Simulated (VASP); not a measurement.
# Ag (Pm-3m) in VASP: a series of runs

The runs below take Ag through single point, with r2SCAN.

Program: VASP 6.6.1. These are calculated values, not measurements. Logs are shortened: lines on timing, memory, paths and dates and some standing lists are left out, and cuts for length are marked.

### 1 The cell of the first run

It takes space group Pm-3m (No. 221, cubic). The conventional cell has a = 2.786 Å, b = 2.786 Å, c = 2.786 Å, α = 90.00°, β = 90.00°, γ = 90.00°. Ag (site symmetry m-3m) has 6 Ag at 2.79 Å within 3.7 Å.

This isn't the form of Ag at room conditions, which is fcc.

### 2 Single point, r2SCAN (21.63 Å³/atom)

File POSCAR:

```
Ag
1.0
    2.7860321260      0.0000000000      0.0000000000
    0.0000000000      2.7860321260      0.0000000000
    0.0000000000      0.0000000000      2.7860321260
Ag
1
Direct
    0.0000000000      0.0000000000      0.0000000000
```

File INCAR.step1:

```
SYSTEM = Ag
PREC = Accurate
ENCUT = 520
ISMEAR = -1
SIGMA = 0.1
LREAL = .False.
LASPH = .True.
NELM = 100
NBANDS = 12
GGA = PE
ALGO = Normal
EDIFF = 1E-4
LWAVE = .True.
LCHARG = .False.
```

File INCAR.step2:

```
SYSTEM = Ag
PREC = Accurate
ENCUT = 520
EDIFF = 1E-6
ISMEAR = -1
SIGMA = 0.1
LREAL = .False.
LASPH = .True.
NELM = 100
ALGO = Normal
ISIF = 2
LWAVE = .False.
LCHARG = .True.
METAGGA = R2SCAN
LMIXTAU = .True.
LELF = .True.
LVHAR = .True.
NBANDS = 12
ISTART = 1
```

File KPOINTS:

```
Automatic mesh
0
Gamma
  13 13 13
  0 0 0
```

Potentials or basis: VASP PAW PBE potentials, release 64 (Ag).

Launch:

```bash
$ cat potpaw_PBE.64/Ag/POTCAR > POTCAR
$ cp INCAR.step1 INCAR
$ mpirun -np 1 vasp_std > vasp.out
$ cp INCAR.step2 INCAR
$ mpirun -np 1 vasp_std > vasp.out
```

OUTCAR:

```text
SYSTEM = Ag
   PREC = Accurate
   ENCUT = 520
   EDIFF = 1E-6
   ISMEAR = -1
   LREAL = .False.
   LASPH = .True.
   NELM = 100
   ISIF = 2
   METAGGA = R2SCAN
   ISTART = 1

 ion  position               nearest neighbor table
   1  0.000  0.000  0.000-

  LATTYP: Found a simple cubic cell.
 ALAT       =     2.7860321260

  Lattice vectors:

 A1 = (   2.7860321260,   0.0000000000,   0.0000000000)
 A2 = (   0.0000000000,   2.7860321260,   0.0000000000)
 A3 = (   0.0000000000,   0.0000000000,   2.7860321260)

Analysis of symmetry for initial positions (statically):
=====================================================================
 Subroutine PRICEL returns:
 Original cell was already a primitive cell.

 Routine SETGRP: Setting up the symmetry group for a
 simple cubic supercell.

 Subroutine GETGRP returns: Found 48 space group operations
 (whereof 48 operations were pure point group operations)
 out of a pool of 48 trial point group operations.

The static configuration has the point symmetry O_h .

Analysis of symmetry for dynamics (positions and initial velocities):
=====================================================================
 Subroutine PRICEL returns:
 Original cell was already a primitive cell.

 Routine SETGRP: Setting up the symmetry group for a
 simple cubic supercell.

 Subroutine GETGRP returns: Found 48 space group operations
 (whereof 48 operations were pure point group operations)
 out of a pool of 48 trial point group operations.

The dynamic configuration has the point symmetry O_h .

 Subroutine INISYM returns: Found 48 space group operations
 (whereof 48 operations are pure point group operations),
 and found     1 'primitive' translations

----------------------------------------------------------------------------------------

                                     Primitive cell

  volume of cell :      21.6251

  direct lattice vectors                    reciprocal lattice vectors
     2.786032126  0.000000000  0.000000000     0.358933406  0.000000000  0.000000000
     0.000000000  2.786032126  0.000000000     0.000000000  0.358933406  0.000000000
     0.000000000  0.000000000  2.786032126     0.000000000  0.000000000  0.358933406

  length of vectors
     2.786032126  2.786032126  2.786032126     0.358933406  0.358933406  0.358933406

  position of ions in fractional coordinates (direct lattice)
     0.000000000  0.000000000  0.000000000

  ion indices of the primitive-cell ions
   primitive index   ion index
                 1           1

----------------------------------------------------------------------------------------

 KPOINTS: Automatic mesh

Automatic generation of k-mesh.
 Grid dimensions read from file:
 generate k-points for:   13   13   13

 Generating k-lattice:

  Cartesian coordinates                     Fractional coordinates (reciprocal lattice)
     0.027610262  0.000000000  0.000000000     0.076923077  0.000000000  0.000000000
     0.000000000  0.027610262  0.000000000     0.000000000  0.076923077  0.000000000
     0.000000000  0.000000000  0.027610262     0.000000000  0.000000000  0.076923077

  Length of vectors
     0.027610262  0.027610262  0.027610262

  Shift w.r.t. Gamma in fractional coordinates (k-lattice)
     0.000000000  0.000000000  0.000000000

 Subroutine IBZKPT returns following result:
 ===========================================

 Found     84 irreducible k-points:

 Following reciprocal coordinates:
            Coordinates               Weight
  0.000000  0.000000  0.000000      1.000000
  0.076923  0.000000  0.000000      6.000000
  0.153846  0.000000  0.000000      6.000000
  0.230769  0.000000  0.000000      6.000000
  0.307692  0.000000  0.000000      6.000000
  0.384615  0.000000  0.000000      6.000000
[... 16 lines left out ...]
  0.307692  0.307692  0.000000     12.000000
  0.384615  0.307692  0.000000     24.000000
 [... further k-points ...]
   k-points           NKPTS =     84   k-points in BZ     NKDIM =     84   number of bands    NBANDS=     12
   number of dos      NEDOS =    301   number of ions     NIONS =      1
   total plane-waves  NPLWV =  13824
   dimension x,y,z NGX =    24 NGY =   24 NGZ =   24
   dimension x,y,z NGXF=    48 NGYF=   48 NGZF=   48
   ions per type =               1
   NGX,Y,Z   is equivalent  to a cutoff of  14.32, 14.32, 14.32 a.u.
   NGXF,Y,Z  is equivalent  to a cutoff of  28.64, 28.64, 28.64 a.u.
 SYSTEM =  Ag
   PREC   = accura    normal or accurate (medium, high low for compatibility)
   ISTART =      1    job   : 0-new  1-cont  2-samecut
   ICHARG =      0    charge: 1-file 2-atom 10-const
   ISPIN  =      1    spin polarized calculation?
   LNONCOLLINEAR =      F non collinear calculations
   LSORBIT =      F    spin-orbit coupling
   LASPH  =      T    aspherical Exc in radial PAW
   ENCUT  =  520.0 eV  38.22 Ry    6.18 a.u.   5.18  5.18  5.18*2*pi/ulx,y,z
   NELM   =    100;   NELMIN=  2; NELMDL=  0     # of ELM steps
   EDIFF  = 0.1E-05   stopping-criterion for ELM
   LREAL  =      F    real-space projection
   EDIFFG = 0.1E-04   stopping-criterion for IOM
   NSW    =      0    number of steps for IOM
   IBRION =     -1    ionic relax: 0-MD 1-quasi-New 2-CG
   NFREE  =      0    steps in history (QN), initial steepest desc. (CG)
   ISIF   =      2    stress and relaxation
   ISYM   =      2    0-nonsym 1-usesym 2-fastsym
   POTIM  = 0.5000    time-step for ionic-motion
   TEBEG  =    0.0;   TEEND  =   0.0 temperature during run
   PSTRESS=    0.0 pullay stress
   NELECT =      11.0000    total number of electrons
   NUPDOWN=      -1.0000    fix difference up-down
   EMIN   =  10.00;   EMAX   =-10.00  energy-range for DOS
   EFERMI =   0.00;   METHOD = LEGACY
   ISMEAR =    -1;   SIGMA  =   0.10  broadening in eV -4-tet -1-fermi 0-gaus
   EFERMI_NEDOS =   21; number of points for ismear=-14 and -15
   IALGO  =     38    algorithm
   IMIX   =      4    mixing-type and parameters
     AMIX     =   0.40;   BMIX     =  1.00
     AMIX_MAG =   1.60;   BMIX_MAG =  1.00
  volume/ion in A,a.u.               =      21.63       145.93
  Fermi-wavevector in a.u.,A,eV,Ry     =   1.306832  2.469554 23.236147  1.707809
  Thomas-Fermi vector in A             =   2.437607
   LORBIT       =      0    0 simple, 1 ext, 2 COOP (PROOUT), +10 PAW based schemes
   METAGGA = R2SCAN    functional components
   LHFCALC =     F    Hartree Fock is set to
   AEXX    =    0.0000 exact exchange contribution
   IVDW    =     0    specifies the selected vdW correction
   LEPSILON=     F    determine dielectric tensor
   LRPA    =     F    only Hartree local field effects (RPA)
 non-spin polarized calculation
  energy-cutoff  :      520.00
  volume of cell :       21.63
 maximum number of plane-waves:       595
 NGX is ok and might be reduce to    24
   NGX = 11   NGY = 11   NGZ = 11

 number of electron      11.0000004 magnetization

 Free energy of the ion-electron system (eV)
  ---------------------------------------------------
  ext. energy  EPLUGINS =         0.00000000
  ---------------------------------------------------
  free energy    TOTEN  =       -20.99583692 eV

  energy without entropy =      -20.98559918  energy(sigma->0) =      -20.99071805

 E-fermi :   5.5395     XC(G=0): -11.3235

 val. band max:        5.3991399839   @ k =   0.3846   0.3077   0.0000
 cond. band min:       5.5564261141   @ k =   0.4615   0.1538   0.0000
 fundamental gap:      0.1572861302
 Fermi energy:         5.5395434962

 k-point     1 :       0.0000    0.0000    0.0000
  band No.  band energies     occupation
      1      -0.7586      2.00000
      2      -0.3648      2.00000
      3      -0.3648      2.00000
      4       2.3854      2.00000
      5       2.3854      2.00000
      6       2.3854      2.00000
      7      19.5878      0.00000
      8      19.5878      0.00000
      9      19.5878      0.00000
     10      24.5584      0.00000
     11      24.5584      0.00000
     12      25.0568      0.00000

 k-point     2 :       0.0769    0.0000    0.0000
  band No.  band energies     occupation
      1      -0.6359      2.00000
      2      -0.3495      2.00000
      3      -0.2730      2.00000
      4       2.3297      2.00000
      5       2.3297      2.00000
      6       2.3900      2.00000
      7      18.2983      0.00000
      8      19.7822      0.00000
      9      19.7822      0.00000
     10      24.4723      0.00000
     11      24.8197      0.00000
     12      26.2708      0.00000

 k-point     3 :       0.1538    0.0000    0.0000
  band No.  band energies     occupation
      1      -0.4028      2.00000
      2      -0.3070      2.00000
      3       0.1234      2.00000
      4       2.1789      2.00000
      5       2.1789      2.00000
      6       2.4028      2.00000
      7      15.9889      0.00000
      8      20.3448      0.00000
      9      20.3448      0.00000
     10      24.2278      0.00000
     11      24.8707      0.00000
     12      29.0641      0.00000
[... 286 lines left out ...]
 k-point    23 :       0.3077    0.3077    0.0000
  band No.  band energies     occupation
      1       0.1317      2.00000
      2       0.4762      2.00000
      3       1.5550      2.00000
      4       1.8325      2.00000
      5       1.8828      2.00000
      6       4.1461      2.00000
      7      12.2900      0.00000
      8      14.5870      0.00000
      9      21.3844      0.00000
     10      25.1186      0.00000
     11      25.2755      0.00000
     12      29.2824      0.00000

 k-point    24 :       0.3846    0.3077    0.0000
  band No.  band energies     occupation
      1       0.2054      2.00000
      2       0.2626      2.00000
      3       1.6983      2.00000
      4       1.8862      2.00000
      5       1.8928      2.00000
      6       5.3991      1.60565
      7      10.7105      0.00000
      8      15.0697      0.00000
      9      19.5521      0.00000
     10      25.5087      0.00000
     11      26.3975      0.00000
     12      28.6950      0.00000

 [... further k-points ...]
[... 5 lines left out ...]
  --------------------------------------------------------------------------------------
  -------------------------------------------------------------------------------------
  Total       -0.6510719     -0.6510719     -0.6510719      0.0000000      0.0000000     -0.0000000
  in kB      -48.2370991    -48.2370991    -48.2370991      0.0000000      0.0000000     -0.0000000
  external PRESSURE =     -48.2370991 kB  Pullay stress =       0.0000000 kB

 VOLUME and BASIS-vectors are now :
 -----------------------------------------------------------------------------
  energy-cutoff  :      520.00
  volume of cell :       21.63
      direct lattice vectors                 reciprocal lattice vectors
     2.786032126  0.000000000  0.000000000     0.358933406  0.000000000  0.000000000
     0.000000000  2.786032126  0.000000000     0.000000000  0.358933406  0.000000000
     0.000000000  0.000000000  2.786032126     0.000000000  0.000000000  0.358933406

 POSITION                                       TOTAL-FORCE (eV/Angst)
 -----------------------------------------------------------------------------------
      0.00000      0.00000      0.00000         0.000000      0.000000      0.000000
 -----------------------------------------------------------------------------------
    total drift:                                0.000000     -0.000000      0.000000

  FREE ENERGIE OF THE ION-ELECTRON SYSTEM (eV)
  ---------------------------------------------------
  free  energy   TOTEN  =       -20.9958369212 eV

  energy  without entropy=      -20.9855991818  energy(sigma->0) =      -20.99071805
```

Run time: 74 s. Hardware: 1 thread of Intel Xeon 8259CL, shared host; peak memory 0.16 GiB.

What came out:

| Item | Value |
| --- | --- |
| Free energy | -20.9958 eV |
| Pressure | -4.8 GPa |
| Band gap on the k mesh | zero (an odd number of electrons rules out a gap without spin polarisation) |

Caveat: the cell stands under tension; the PAW data sets were made with another functional, which shifts forces and pressure a little.

### 3 Single point, r2SCAN (22.43 Å³/atom)

This run uses another cell than the first one, of 22.43 Å³/atom.

File POSCAR:

```
Ag
1.0
    2.8200114763      0.0000000000      0.0000000000
    0.0000000000      2.8200114763      0.0000000000
    0.0000000000      0.0000000000      2.8200114763
Ag
1
Direct
    0.0000000000      0.0000000000      0.0000000000
```

File INCAR.step1:

```
  ALGO = Normal
  EDIFF = 1E-4
  ENCUT = 520
  GGA = PE
  ISMEAR = -1
  LASPH = T
  LCHARG = F
  LREAL = F
  LWAVE = T
  NBANDS = 12
  NELM = 80
  PREC = Accurate
  SIGMA = 0.1
```

File INCAR.step2:

```
  ALGO = Normal
  EDIFF = 1E-7
  ENCUT = 520
  ISIF = 2
  ISMEAR = -1
  ISTART = 1
  LASPH = T
  LCHARG = T
  LELF = T
  LMIXTAU = T
  LREAL = F
  LVHAR = T
  LWAVE = F
  METAGGA = R2SCAN
  NBANDS = 12
  NELM = 80
  PREC = Accurate
  SIGMA = 0.1
```

File KPOINTS:

```
k-points
0
Gamma
  13 13 13
```

Potentials or basis: VASP PAW PBE potentials, release 64 (Ag).

Launch:

```bash
$ cat potpaw_PBE.64/Ag/POTCAR > POTCAR
$ cp INCAR.step1 INCAR
$ mpirun -np 1 vasp_std > vasp.out
$ cp INCAR.step2 INCAR
$ mpirun -np 1 vasp_std > vasp.out
```

Run time: 1.8 min. Hardware: 1 thread of Intel Xeon 8259CL, shared host; peak memory 0.16 GiB.

It converged, with:

```yaml
Free_energy: -20.9678 eV
Pressure: -6.5 GPa
Band_gap_on_the_k_mesh: zero (an odd number of electrons rules out a gap without spin polarisation)
```

Levels at points of the mesh, in eV from the Fermi level:
```
           k point  band 3  band 4  band 5  band 6  band 7  band 8  band 9  band 10
(0.00, 0.00, 0.00)   -5.75   -3.16   -3.16   -3.16   13.76   13.76   13.76    18.57
```

Caveat: the cell stands under tension; the PAW data sets were made with another functional, which shifts forces and pressure a little.

The gap in the log of VASP goes by the Fermi energy; the results here count the filled bands.